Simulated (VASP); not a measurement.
Input of a VASP 6.6.1 run:

File INCAR:

```
SYSTEM = Nb8N
ALGO = Normal
EDIFF = 1E-6
ENCUT = 520
GGA = PE
ISIF = 2
ISMEAR = 0
LASPH = .TRUE.
LCHARG = .FALSE.
LREAL = .FALSE.
LWAVE = .FALSE.
NBANDS = 64
NELM = 80
PREC = Accurate
SIGMA = 0.1
```

KPOINTS

```
k-points
0
G
  6 6 12
  0 0 0
```

File POSCAR:

```
Nb8N
1.0
    7.3527235223      0.0000000000      0.0000000000
   -3.6763617612      6.3676453573      0.0000000000
    0.0000000000      0.0000000000      3.2296692292
Nb N
8 1
Direct
    0.6356347713      0.0000000000      0.5000000000
    0.3643652287      0.3643652287      0.5000000000
    0.0000000000      0.6356347713      0.5000000000
    0.3333333333      0.6666666667      0.0000000000
    0.6666666667      0.3333333333      0.0000000000
    0.2320123139      0.0000000000      0.0000000000
    0.7679876861      0.7679876861      0.0000000000
    0.0000000000      0.2320123139      0.0000000000
    0.0000000000      0.0000000000      0.5000000000
```

Potentials or basis: VASP PAW PBE potentials, release 64 (Nb_sv, N).

Run with:

```sh
$ cat potpaw_PBE.64/Nb_sv/POTCAR potpaw_PBE.64/N/POTCAR > POTCAR
$ mpirun -np 1 vasp_std > vasp.out
```

**Question.** What does it give for the pressure?

**Answer.** -0.3 GPa.

**Question.** What does it give for the band gap on the k mesh?

**Answer.** Zero (an odd number of electrons rules out a gap without spin polarisation).
